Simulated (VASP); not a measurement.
# MgO2 (R-3m) in VASP: a series of runs

The runs below take MgO2 through single point, with r2SCAN.

Program: VASP 6.6.1. These are calculated values, not measurements. Logs are shortened: lines on timing, memory, paths and dates and some standing lists are left out, and cuts for length are marked.

### 1 The cell of the first run

Symmetry: R-3m, No. 166, trigonal system. Conventional cell: a = 3.258 Å, b = 3.258 Å, c = 10.796 Å, α = 90.00°, β = 90.00°, γ = 120.00°. Mg (site symmetry -3m) has 6 O at 2.14 Å within 2.8 Å. Within 2.0 Å of O (site symmetry 3m) lie 1 O at 1.54 Å.

### 2 Single point, r2SCAN (strain +0.015 along x and y, +0.030 along z)

Contents of POSCAR:

```
MgO2
1.0
    1.6288324313      0.9404068427      3.5987982411
   -1.6288324313      0.9404068427      3.5987982411
    0.0000000000     -1.8808136853      3.5987982411
Mg O
1 2
Direct
    0.0000000000      0.0000000000      0.0000000000
    0.4287860000      0.4287860000      0.4287860000
    0.5712140000      0.5712140000      0.5712140000
```

Contents of INCAR.step1:

```
SYSTEM = MgO2
PREC = Accurate
ENCUT = 920
ISMEAR = 0
SIGMA = 0.05
LREAL = .False.
LASPH = .True.
NELM = 120
NBANDS = 18
GGA = PE
ALGO = Normal
EDIFF = 1E-5
LWAVE = .True.
LCHARG = .False.
GGA_COMPAT = .False.
```

Contents of INCAR.step2:

```
SYSTEM = MgO2
PREC = Accurate
ENCUT = 920
EDIFF = 1E-6
ISMEAR = 0
SIGMA = 0.05
LREAL = .False.
LASPH = .True.
NELM = 120
ALGO = Normal
ISIF = 2
LWAVE = .False.
LCHARG = .True.
METAGGA = R2SCAN
LMIXTAU = .True.
LELF = .True.
LVHAR = .True.
NBANDS = 18
ISTART = 1
GGA_COMPAT = .False.
```

Contents of KPOINTS:

```
Automatic mesh
0
Gamma
  12 12 12
  0 0 0
```

Potentials or basis: VASP PAW PBE potentials, release 64 (Mg_sv, O).

The run is started by

```console
cat potpaw_PBE.64/Mg_sv/POTCAR potpaw_PBE.64/O/POTCAR > POTCAR
cp INCAR.step1 INCAR
mpirun -np 1 vasp_std > vasp.out
cp INCAR.step2 INCAR
mpirun -np 1 vasp_std > vasp.out
```

OUTCAR:

```text
SYSTEM = MgO2
   PREC = Accurate
   ENCUT = 920
   EDIFF = 1E-6
   ISMEAR = 0
   LREAL = .False.
   LASPH = .True.
   NELM = 120
   ISIF = 2
   METAGGA = R2SCAN
   ISTART = 1

 ion  position               nearest neighbor table
   1  0.000  0.000  0.000-
   2  0.429  0.429  0.429-   3 1.54
   3  0.571  0.571  0.571-   2 1.54

  LATTYP: Found a trigonal (rhomboedric) cell.
 ALAT       =     4.0606414394
 COS(alpha) =     0.6781944523

  Lattice vectors:

 A1 = (   1.6288324313,   0.9404068427,   3.5987982411)
 A2 = (  -1.6288324313,   0.9404068427,   3.5987982411)
 A3 = (   0.0000000000,  -1.8808136853,   3.5987982411)

Analysis of symmetry for initial positions (statically):
=====================================================================
 Subroutine PRICEL returns:
 Original cell was already a primitive cell.

 Routine SETGRP: Setting up the symmetry group for a
 trigonal (rhombohedral) supercell.

 Subroutine GETGRP returns: Found 12 space group operations
 (whereof 12 operations were pure point group operations)
 out of a pool of 12 trial point group operations.

The static configuration has the point symmetry D_3d.

Analysis of symmetry for dynamics (positions and initial velocities):
=====================================================================
 Subroutine PRICEL returns:
 Original cell was already a primitive cell.

 Routine SETGRP: Setting up the symmetry group for a
 trigonal (rhombohedral) supercell.

 Subroutine GETGRP returns: Found 12 space group operations
 (whereof 12 operations were pure point group operations)
 out of a pool of 12 trial point group operations.

The dynamic configuration has the point symmetry D_3d.

 Subroutine INISYM returns: Found 12 space group operations
 (whereof 12 operations are pure point group operations),
 and found     1 'primitive' translations

----------------------------------------------------------------------------------------

                                     Primitive cell

  volume of cell :      33.0751

  direct lattice vectors                    reciprocal lattice vectors
     1.628832431  0.940406843  3.598798241     0.306968348  0.177228258  0.092623512
    -1.628832431  0.940406843  3.598798241    -0.306968348  0.177228258  0.092623512
     0.000000000 -1.880813685  3.598798241     0.000000000 -0.354456516  0.092623512

  length of vectors
     4.060641439  4.060641439  4.060641439     0.366358482  0.366358482  0.366358482

  position of ions in fractional coordinates (direct lattice)
     0.000000000  0.000000000  0.000000000
     0.428786000  0.428786000  0.428786000
     0.571214000  0.571214000  0.571214000

  ion indices of the primitive-cell ions
   primitive index   ion index
                 1           1
                 2           2
                 3           3

----------------------------------------------------------------------------------------

 KPOINTS: Automatic mesh

Automatic generation of k-mesh.
 Grid dimensions read from file:
 generate k-points for:   12   12   12

 Generating k-lattice:

  Cartesian coordinates                     Fractional coordinates (reciprocal lattice)
     0.025580696  0.014769022  0.007718626     0.083333333  0.000000000  0.000000000
    -0.025580696  0.014769022  0.007718626     0.000000000  0.083333333  0.000000000
     0.000000000 -0.029538043  0.007718626     0.000000000  0.000000000  0.083333333

  Length of vectors
     0.030529873  0.030529873  0.030529873

  Shift w.r.t. Gamma in fractional coordinates (k-lattice)
     0.000000000  0.000000000  0.000000000

 Subroutine IBZKPT returns following result:
 ===========================================

 Found    189 irreducible k-points:

 Following reciprocal coordinates:
            Coordinates               Weight
  0.000000  0.000000  0.000000      1.000000
  0.083333 -0.000000 -0.000000      6.000000
  0.166667  0.000000  0.000000      6.000000
  0.250000 -0.000000 -0.000000      6.000000
  0.333333 -0.000000 -0.000000      6.000000
  0.416667  0.000000  0.000000      6.000000
[... 16 lines left out ...]
  0.500000  0.166667  0.000000     12.000000
 -0.416667  0.166667  0.000000     12.000000
 [... further k-points ...]
   k-points           NKPTS =    189   k-points in BZ     NKDIM =    189   number of bands    NBANDS=     18
   number of dos      NEDOS =    301   number of ions     NIONS =      3
   total plane-waves  NPLWV =  64000
   dimension x,y,z NGX =    40 NGY =   40 NGZ =   40
   dimension x,y,z NGXF=    80 NGYF=   80 NGZF=   80
   ions per type =               1   2
   NGX,Y,Z   is equivalent  to a cutoff of  16.38, 16.38, 16.38 a.u.
   NGXF,Y,Z  is equivalent  to a cutoff of  32.75, 32.75, 32.75 a.u.
 SYSTEM =  MgO2
   PREC   = accura    normal or accurate (medium, high low for compatibility)
   ISTART =      1    job   : 0-new  1-cont  2-samecut
   ICHARG =      0    charge: 1-file 2-atom 10-const
   ISPIN  =      1    spin polarized calculation?
   LNONCOLLINEAR =      F non collinear calculations
   LSORBIT =      F    spin-orbit coupling
   LASPH  =      T    aspherical Exc in radial PAW
   ENCUT  =  920.0 eV  67.62 Ry    8.22 a.u.  10.04 10.04 10.04*2*pi/ulx,y,z
   NELM   =    120;   NELMIN=  2; NELMDL=  0     # of ELM steps
   EDIFF  = 0.1E-05   stopping-criterion for ELM
   LREAL  =      F    real-space projection
   EDIFFG = 0.1E-04   stopping-criterion for IOM
   NSW    =      0    number of steps for IOM
   IBRION =     -1    ionic relax: 0-MD 1-quasi-New 2-CG
   NFREE  =      0    steps in history (QN), initial steepest desc. (CG)
   ISIF   =      2    stress and relaxation
   ISYM   =      2    0-nonsym 1-usesym 2-fastsym
   POTIM  = 0.5000    time-step for ionic-motion
   TEBEG  =    0.0;   TEEND  =   0.0 temperature during run
   PSTRESS=    0.0 pullay stress
   NELECT =      22.0000    total number of electrons
   NUPDOWN=      -1.0000    fix difference up-down
   EMIN   =  10.00;   EMAX   =-10.00  energy-range for DOS
   EFERMI =   0.00;   METHOD = LEGACY
   ISMEAR =     0;   SIGMA  =   0.05  broadening in eV -4-tet -1-fermi 0-gaus
   EFERMI_NEDOS =   21; number of points for ismear=-14 and -15
   IALGO  =     38    algorithm
   IMIX   =      4    mixing-type and parameters
     AMIX     =   0.40;   BMIX     =  1.00
     AMIX_MAG =   1.60;   BMIX_MAG =  1.00
[... 22 lines left out ...]
  ---------------------------------------------------
  free energy    TOTEN  =       -21.45071804 eV

  energy without entropy =      -21.45071804  energy(sigma->0) =      -21.45071804

 E-fermi :   1.7187     XC(G=0): -10.7129

 val. band max:        1.4990782671   @ k =   0.5000   0.5000   0.5000
 cond. band min:       3.8780309373   @ k =   0.5000   0.5000   0.5000
 fundamental gap:      2.3789526703
 Fermi energy:         1.7187043979

 k-point     1 :       0.0000    0.0000    0.0000
  band No.  band energies     occupation
      1     -74.7889      2.00000
      2     -39.9117      2.00000
      3     -39.8915      2.00000
      4     -39.8915      2.00000
      5     -20.0469      2.00000
      6     -13.9790      2.00000
[... 10 lines left out ...]
     17      17.2977      0.00000
     18      18.8788      0.00000

 k-point     2 :       0.0833   -0.0000   -0.0000
  band No.  band energies     occupation
      1     -74.7889      2.00000
      2     -39.9114      2.00000
      3     -39.8933      2.00000
      4     -39.8919      2.00000
      5     -20.0175      2.00000
      6     -13.9940      2.00000
[... 10 lines left out ...]
     17      17.4875      0.00000
     18      18.5483      0.00000

 k-point     3 :       0.1667    0.0000    0.0000
  band No.  band energies     occupation
      1     -74.7886      2.00000
      2     -39.9107      2.00000
      3     -39.8981      2.00000
      4     -39.8929      2.00000
      5     -19.9359      2.00000
      6     -14.0356      2.00000
[... 10 lines left out ...]
     17      17.8030      0.00000
     18      18.0363      0.00000

 k-point     4 :       0.2500   -0.0000   -0.0000
  band No.  band energies     occupation
      1     -74.7883      2.00000
      2     -39.9099      2.00000
      3     -39.9045      2.00000
      4     -39.8943      2.00000
      5     -19.8214      2.00000
      6     -14.0934      2.00000
[... 10 lines left out ...]
     17      17.1941      0.00000
     18      18.8231      0.00000

 k-point     5 :       0.3333   -0.0000   -0.0000
  band No.  band energies     occupation
      1     -74.7879      2.00000
      2     -39.9116      2.00000
      3     -39.9083      2.00000
      4     -39.8957      2.00000
      5     -19.7029      2.00000
      6     -14.1526      2.00000
[... 10 lines left out ...]
     17      17.0997      0.00000
     18      19.2217      0.00000

 k-point     6 :       0.4167    0.0000    0.0000
  band No.  band energies     occupation
      1     -74.7876      2.00000
      2     -39.9162      2.00000
      3     -39.9078      2.00000
      4     -39.8967      2.00000
      5     -19.6135      2.00000
      6     -14.1970      2.00000
[... 10 lines left out ...]
     17      16.9626      0.00000
     18      19.3434      0.00000

 k-point     7 :       0.5000   -0.0000   -0.0000
  band No.  band energies     occupation
      1     -74.7875      2.00000
      2     -39.9179      2.00000
      3     -39.9076      2.00000
      4     -39.8971      2.00000
      5     -19.5802      2.00000
      6     -14.2136      2.00000
[... 10 lines left out ...]
     17      16.8482      0.00000
     18      19.3818      0.00000

 k-point     8 :       0.0833    0.0833   -0.0000
  band No.  band energies     occupation
      1     -74.7888      2.00000
      2     -39.9115      2.00000
      3     -39.8933      2.00000
      4     -39.8919      2.00000
      5     -20.0086      2.00000
      6     -14.0255      2.00000
[... 10 lines left out ...]
     17      17.3459      0.00000
     18      18.4745      0.00000
[... 229 lines left out ...]
     17      17.5061      0.00000
     18      17.8692      0.00000

 k-point    20 :       0.2500    0.1667   -0.0000
  band No.  band energies     occupation
      1     -74.7884      2.00000
      2     -39.9104      2.00000
      3     -39.9018      2.00000
      4     -39.8942      2.00000
      5     -19.8212      2.00000
      6     -14.2165      2.00000
[... 10 lines left out ...]
     17      17.7201      0.00000
     18      18.2528      0.00000

 k-point    21 :       0.3333    0.1667    0.0000
  band No.  band energies     occupation
      1     -74.7881      2.00000
      2     -39.9096      2.00000
      3     -39.9065      2.00000
      4     -39.8963      2.00000
      5     -19.7173      2.00000
      6     -14.2743      2.00000
[... 10 lines left out ...]
     17      17.8368      0.00000
     18      18.8351      0.00000

 k-point    22 :       0.4167    0.1667   -0.0000
  band No.  band energies     occupation
      1     -74.7878      2.00000
      2     -39.9112      2.00000
      3     -39.9084      2.00000
      4     -39.8986      2.00000
      5     -19.6199      2.00000
      6     -14.3038      2.00000
[... 10 lines left out ...]
     17      17.5416      0.00000
     18      19.3321      0.00000

 k-point    23 :       0.5000    0.1667    0.0000
  band No.  band energies     occupation
      1     -74.7875      2.00000
      2     -39.9143      2.00000
      3     -39.9078      2.00000
      4     -39.9005      2.00000
      5     -19.5570      2.00000
      6     -14.2962      2.00000
[... 10 lines left out ...]
     17      17.0322      0.00000
     18      19.5571      0.00000

 k-point    24 :      -0.4167    0.1667    0.0000
  band No.  band energies     occupation
      1     -74.7874      2.00000
      2     -39.9155      2.00000
      3     -39.9075      2.00000
      4     -39.9012      2.00000
      5     -19.5473      2.00000
      6     -14.2523      2.00000
[... 10 lines left out ...]
     17      16.7003      0.00000
     18      19.5312      0.00000

 [... further k-points ...]

------------------------ aborting loop because EDIFF is reached ----------------------------------------

  FORCE on cell =-STRESS in cart. coord.  units (eV):
  Direction    XX          YY          ZZ          XY          YZ          ZX
  --------------------------------------------------------------------------------------
  -------------------------------------------------------------------------------------
  Total       -1.7747720     -1.7747720     -3.8279384      0.0000000     -0.0000000      0.0000000
  in kB      -85.9710474    -85.9710474   -185.4276883      0.0000000     -0.0000000      0.0000000
  external PRESSURE =    -119.1232610 kB  Pullay stress =       0.0000000 kB

 VOLUME and BASIS-vectors are now :
 -----------------------------------------------------------------------------
  energy-cutoff  :      920.00
  volume of cell :       33.08
      direct lattice vectors                 reciprocal lattice vectors
     1.628832431  0.940406843  3.598798241     0.306968348  0.177228258  0.092623512
    -1.628832431  0.940406843  3.598798241    -0.306968348  0.177228258  0.092623512
     0.000000000 -1.880813685  3.598798241     0.000000000 -0.354456516  0.092623512

 POSITION                                       TOTAL-FORCE (eV/Angst)
 -----------------------------------------------------------------------------------
      0.00000      0.00000      0.00000         0.000000      0.000000      0.000000
      0.00000      0.00000      4.62934         0.000000      0.000000      0.571702
      0.00000      0.00000      6.16705         0.000000     -0.000000     -0.571702
 -----------------------------------------------------------------------------------
    total drift:                                0.000000     -0.000000      0.000000

  FREE ENERGIE OF THE ION-ELECTRON SYSTEM (eV)
  ---------------------------------------------------
  free  energy   TOTEN  =       -21.4507180356 eV

  energy  without entropy=      -21.4507180356  energy(sigma->0) =      -21.45071804
```

Wall time 10 min (1 thread of AMD EPYC 9R45 (Zen 5), shared host); peak memory 0.39 GiB.

Results:

- Free energy: -21.4507 eV
- Pressure: -11.9 GPa
- Largest force: 0.572 eV/Å
- Band gap on the k mesh: 2.38 eV

Forces in eV/Å, atoms in the order of the input:
```
Mg   0.000  0.000  0.000
O    0.000  0.000  0.572
O    0.000  0.000 -0.572
```

Stress tensor (GPa, compression positive):
```
 -8.60   0.00   0.00
  0.00  -8.60   0.00
  0.00   0.00 -18.54
```

Caveat: the cell differs from its parent crystal (strain +0.015 along x and y, +0.030 along z); the stress differs along the axes, from -19 to -9 GPa; the PAW data sets were made with another functional, which shifts forces and pressure a little.

### 3 Single point, r2SCAN (strain +0.030 along x and y, -0.030 along z)

Contents of POSCAR:

```
MgO2
1.0
    1.6529038465      0.9543044807      3.3891595087
   -1.6529038465      0.9543044807      3.3891595087
    0.0000000000     -1.9086089614      3.3891595087
Mg O
1 2
Direct
    0.0000000000      0.0000000000      0.0000000000
    0.4287860000      0.4287860000      0.4287860000
    0.5712140000      0.5712140000      0.5712140000
```

Contents of INCAR.step1:

```
PREC = Accurate
ENCUT = 920
ISMEAR = 0
SIGMA = 0.05
LREAL = F
LASPH = T
NELM = 120
NBANDS = 18
GGA = PE
ALGO = Normal
EDIFF = 1E-5
LWAVE = T
LCHARG = F
GGA_COMPAT = F
```

Contents of INCAR.step2:

```
PREC = Accurate
ENCUT = 920
EDIFF = 1E-6
ISMEAR = 0
SIGMA = 0.05
LREAL = F
LASPH = T
NELM = 120
ALGO = Normal
ISIF = 2
LWAVE = F
LCHARG = F
METAGGA = R2SCAN
LMIXTAU = T
NBANDS = 18
ISTART = 1
GGA_COMPAT = F
```

Contents of KPOINTS:

```
Automatic mesh
0
Gamma
  12 12 12
```

Potentials or basis: VASP PAW PBE potentials, release 64 (Mg_sv, O).

The run is started by

```console
cat potpaw_PBE.64/Mg_sv/POTCAR potpaw_PBE.64/O/POTCAR > POTCAR
cp INCAR.step1 INCAR
mpirun -np 1 vasp_std > vasp.out
cp INCAR.step2 INCAR
mpirun -np 1 vasp_std > vasp.out
```

Run time: 11 min. Hardware: 1 thread of Intel Xeon Platinum 8559C (Emerald Rapids), shared host; peak memory 0.42 GiB.

Results (log left out):

```
Free energy            : -21.4471 eV
Pressure               : -4.4 GPa
Largest force          : 1.332 eV/Å
Band gap on the k mesh : 3.56 eV (least direct gap 3.62 eV)
```

Forces in eV/Å, atoms in the order of the input:
```
Mg   0.000  0.000  0.000
O    0.000  0.000 -1.332
O    0.000  0.000  1.332
```

Stress tensor (GPa, compression positive):
```
-11.75   0.00   0.00
  0.00 -11.75   0.00
  0.00   0.00  10.33
```

Levels at points of the mesh, in eV from the valence-band top:
```csv
k point,band 7,band 8,band 9,band 10,band 11,band 12,band 13,band 14,band 15,band 16
"(0.00, 0.00, 0.00)",-7.70,-3.91,-3.91,-0.88,-0.88,4.55,6.11,13.34,14.87,14.87
"(0.50, 0.00, 0.00)",-6.75,-6.34,-4.17,-1.32,-0.89,5.50,8.72,10.15,13.22,15.00
"(0.50, 0.50, 0.00)",-6.10,-5.65,-4.91,-1.98,-0.05,4.86,7.80,10.90,13.21,13.84
"(0.50, 0.50, 0.50)",-5.01,-4.45,-4.45,0.00,0.00,3.63,4.92,10.29,14.07,14.07
```

Caveat: the cell differs from its parent crystal (strain +0.030 along x and y, -0.030 along z); the stress differs along the axes, from -12 to 10 GPa; the PAW data sets were made with another functional, which shifts forces and pressure a little. A k mesh can miss the band edges.

### 4 Single point, r2SCAN (strain -0.030 along x and y, +0.030 along z)

Contents of POSCAR:

```
MgO2
1.0
    1.5566181855      0.8987139284      3.5987982411
   -1.5566181855      0.8987139284      3.5987982411
    0.0000000000     -1.7974278569      3.5987982411
Mg O
1 2
Direct
    0.0000000000      0.0000000000      0.0000000000
    0.4287860000      0.4287860000      0.4287860000
    0.5712140000      0.5712140000      0.5712140000
```

INCAR.step1 is that of step 3.

INCAR.step2 is that of step 3.

Contents of KPOINTS:

```
regular mesh
0
Gamma
  12 12 12
```

The run is started by

```console
cat potpaw_PBE.64/Mg_sv/POTCAR potpaw_PBE.64/O/POTCAR > POTCAR
cp INCAR.step1 INCAR
mpirun -np 1 vasp_std > vasp.out
cp INCAR.step2 INCAR
mpirun -np 1 vasp_std > vasp.out
```

It took 11 min on 1 thread of Intel Xeon Platinum 8488C (Sapphire Rapids), shared host; peak memory 0.39 GiB.

The run converged. Its results:

```yaml
Free_energy: -21.4975 eV
Pressure: -3.6 GPa
Largest_force: 1.100 eV/Å
Band_gap_on_the_k_mesh: 2.21 eV
```

Forces on the atoms (eV/Å):
```
Mg   0.000  0.000  0.000
O    0.000  0.000  1.100
O    0.000  0.000 -1.100
```

Stress tensor (GPa, compression positive):
```
  4.06   0.00   0.00
  0.00   4.06   0.00
  0.00   0.00 -18.93
```

Levels at points of the mesh, in eV from the valence-band top:
| k point | band 9 | band 10 | band 11 | band 12 | band 13 | band 14 |
| --- | --- | --- | --- | --- | --- | --- |
| (0.00, 0.00, 0.00) | -2.97 | -0.77 | -0.77 | 5.04 | 6.09 | 13.12 |
| (0.50, 0.00, 0.00) | -3.39 | -1.37 | -1.21 | 4.25 | 10.13 | 12.32 |
| (0.50, 0.50, 0.00) | -4.00 | -2.28 | -0.24 | 3.52 | 9.50 | 12.89 |
| (0.50, 0.50, 0.50) | -3.49 | 0.00 | 0.00 | 2.21 | 6.55 | 10.71 |

Caveat: the cell differs from its parent crystal (strain -0.030 along x and y, +0.030 along z); the stress differs along the axes, from -19 to 4 GPa; the PAW data sets were made with another functional, which shifts forces and pressure a little.

### 5 Overview

| cell | gap on the mesh (eV) | pressure (GPa) | largest force (eV/Å) |
| --- | --- | --- | --- |
| a = 4.061 Å, angles 47.3°, 3 atoms | 2.38 | -11.9 | 0.57 |
| a = 3.890 Å, angles 50.3°, 3 atoms | 3.56 | -4.4 | 1.33 |
| a = 4.023 Å, angles 45.5°, 3 atoms | 2.21 | -3.6 | 1.10 |

Alike in all rows: task single point; level r2SCAN; potentials or basis VASP PAW PBE potentials, release 64 (Mg_sv, O); no spin polarisation; k mesh 12 × 12 × 12; cutoff (eV) 920; smearing gaussian 0.05 eV.

Caveats: the PAW data sets were made with another functional, which shifts forces and pressure a little; the stress differs along the axes, from -19 to -9 GPa (at least some runs); the stress differs along the axes, from -12 to 10 GPa (at least some runs); the stress differs along the axes, from -19 to 4 GPa (at least some runs).

Total energies depend on the potentials used, so only differences within one code and one set of settings carry meaning.
